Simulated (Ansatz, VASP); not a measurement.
## One calculation of SiO2, two programs

INCAR

```
SYSTEM = SiO2
ALGO = Normal
EDIFF = 1E-6
ENCUT = 520
GGA = PE
ISIF = 2
ISMEAR = -1
LASPH = .True.
LCHARG = .False.
LREAL = .False.
LWAVE = .False.
NBANDS = 25
NELM = 80
PREC = Accurate
SIGMA = 0.03
```

The input KPOINTS:

```
k-points
0
Gamma
  6 6 9
  0 0 0
```

The input POSCAR:

```
SiO2
1.0
    4.1801000000      0.0000000000      0.0000000000
    0.0000000000      4.1801000000      0.0000000000
    0.0000000000      0.0000000000      2.7211560000
Si O
2 4
Direct
    0.0000000000      0.0000000000      0.0000000000
    0.5000000000      0.5000000000      0.5000000000
    0.3067000000      0.3067000000      0.0000000000
    0.1933000000      0.8067000000      0.5000000000
    0.6933000000      0.6933000000      0.0000000000
    0.8067000000      0.1933000000      0.5000000000
```

Input for Ansatz:

```yaml
crystal:
  lattice:
    - [4.1801, 0.0, 0.0]
    - [0.0, 4.1801, 0.0]
    - [0.0, 0.0, 2.721156]
  atoms:
    - { symbol: Si, position: [0.0, 0.0, 0.0] }
    - { symbol: Si, position: [0.5, 0.5, 0.5] }
    - { symbol: O, position: [0.3067, 0.3067, 0.0] }
    - { symbol: O, position: [0.1933, 0.8067, 0.5] }
    - { symbol: O, position: [0.6933, 0.6933, 0.0] }
    - { symbol: O, position: [0.8067, 0.1933, 0.5] }
kpoints:
  mp_grid: { grid: [6, 6, 9] }
  band_path:
    path:
      - [0.0, 0.0, 0.0]
      - [0.0, 0.5, 0.0]
      - [0.5, 0.5, 0.0]
      - [0.0, 0.0, 0.0]
      - [0.0, 0.0, 0.5]
      - [0.0, 0.5, 0.5]
      - [0.5, 0.5, 0.5]
      - [0.0, 0.0, 0.5]
      - [0.0, 0.5, 0.0]
    npoints: 5
scf:
  occupations: { method: fermi_dirac, width: 0.03 }
hamiltonian:
  xc: pbe
  pseudopotentials: { kind: all_electron, lapw: { basis_error: 0.001 } }
output:
  forces: true
  stress: true
  eigenvalues: true
```

Change from the starting cell: zz strain of +2 %.

Alike in both runs: task single point; functional PBE; k mesh 6 × 6 × 9; occupations fermi-dirac, width 0.03 eV; no spin polarisation.

|  | VASP | Ansatz |
| --- | --- | --- |
| version | VASP 6.6.1 | Ansatz 0.2.0 |
| potentials or method | VASP PAW PBE potentials, release 64 (Si, O), cutoff 520 eV | all-electron LAPW, scalar-relativistic |

```csv
,VASP,Ansatz,Ansatz less VASP
gap on the k mesh at the Fermi level (eV),5.18,5.21,+0.026
pressure (GPa),3.6,3.4,-0.18
"traceless stress, the component that is largest in VASP (GPa)",-5.99,-6.35,-0.360
rms of the force components (eV/Å),0.107,0.100,-0.0068
```

Atom by atom the forces differ by 0.007 eV/Å (rms over components). Ansatz ran all-electron here, and VASP with PAW potentials.
